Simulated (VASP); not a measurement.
Input of a VASP 6.6.1 run:

POSCAR

```
Be2C
1.0
    0.0000000000      2.1604856457      2.1604856457
    2.1604856457      0.0000000000      2.1604856457
    2.1604856457      2.1604856457      0.0000000000
Be C
2 1
Direct
    0.7500000000      0.7500000000      0.7500000000
    0.2500000000      0.2500000000      0.2500000000
    0.0000000000      0.0000000000      0.0000000000
```

The input INCAR.step1:

```
ALGO = Normal
EDIFF = 1E-5
EDIFFG = -0.005
ENCUT = 600
GGA = PE
GGA_COMPAT = F
IBRION = 2
ISIF = 3
ISMEAR = -1
LASPH = T
LCHARG = F
LREAL = F
LWAVE = T
NBANDS = 11
NELM = 120
NELMIN = 4
NSW = 100
PREC = Accurate
SIGMA = 0.02
```

INCAR.step2

```
ALGO = Normal
EDIFF = 1E-7
EDIFFG = -0.005
ENCUT = 600
GGA = PE
GGA_COMPAT = F
HFSCREEN = 0.2079
IBRION = 2
ISIF = 3
ISMEAR = -1
ISTART = 1
LASPH = T
LCHARG = F
LHFCALC = T
LREAL = F
LWAVE = F
NELM = 120
NELMIN = 4
NSW = 80
PREC = Accurate
PRECFOCK = Normal
SIGMA = 0.02
```

KPOINTS

```
k-points
0
Gamma
  6 6 6
```

Potentials or basis: VASP PAW PBE potentials, release 64 (Be, C).

Launch:

```bash
$ cat potpaw_PBE.64/Be/POTCAR potpaw_PBE.64/C/POTCAR > POTCAR
$ cp INCAR.step1 INCAR
$ mpirun -np 1 vasp_std > vasp.out
$ cp INCAR.step2 INCAR
$ mpirun -np 1 vasp_std > vasp.out
```

Q: Predict the relaxed volume.

A: 6.66 Å³/atom.

Q: Estimate the band gap on the k mesh.

A: 1.91 eV, indirect (least direct gap 5.15 eV).

Q: Predict the relaxed cell.

A: a = 3.045 Å, b = 3.045 Å, c = 3.045 Å, α = 60.00°, β = 60.00°, γ = 60.00°.

Step by step:
| step | energy change (eV) | largest force (eV/Å) | pressure (GPa) | volume (Å³) |
| --- | --- | --- | --- | --- |
| 1 | 0.0000 | 0.0000 | -2.07 | 20.17 |
| 2 | -0.0012 | 0.0000 | 0.57 | 19.92 |
| 3 | -0.0013 | 0.0000 | 0.01 | 19.97 |

Caveat: the PAW data sets were made with another functional, which shifts forces and pressure a little. A k mesh can miss the band edges.
